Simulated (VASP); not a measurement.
A run of VASP 6.6.1 is set up as follows.

The input INCAR:

```
PREC = Accurate
ENCUT = 520
EDIFF = 1E-7
ISMEAR = 0
SIGMA = 0.1
LREAL = False
LASPH = True
NELM = 100
ALGO = Normal
ISIF = 2
LWAVE = False
LCHARG = True
GGA = PE
LELF = True
LVHAR = True
NBANDS = 28
```

Contents of KPOINTS:

```
regular mesh
0
Gamma
  4 4 4
```

File POSCAR:

```
Na2Sb
1.0
   -4.5256471421      4.5256471421      2.6121825400
    4.5256471421     -4.5256471421      2.6121825400
    4.5256471421      4.5256471421     -2.6121825400
Na Sb
4 2
Direct
    0.7687787848      0.5779655741      0.8091867893
    0.7687787848      0.9595919956      0.1908132107
    0.7095919956      1.0187787848      0.6908132107
    0.3279655741      1.0187787848      0.3091867893
    0.0266351649      0.5266351649      0.5000000000
    0.2766351649      0.2766351649      0.0000000000
```

Potentials or basis: VASP PAW PBE potentials, release 64 (Na_pv, Sb).

Run with:

```bash
$ cat potpaw_PBE.64/Na_pv/POTCAR potpaw_PBE.64/Sb/POTCAR > POTCAR
$ mpirun -np 1 vasp_std > vasp.out
```

Task: Estimate the largest force.

Result: 0.005 eV/Å.

Task: Predict the pressure.

Result: 0.1 GPa.

Forces on the atoms (eV/Å):
```
Na   0.004  0.000 -0.003
Na  -0.004  0.000 -0.003
Na   0.000 -0.004 -0.003
Na   0.000  0.004 -0.003
Sb   0.000  0.000  0.005
Sb   0.000  0.000  0.005
```
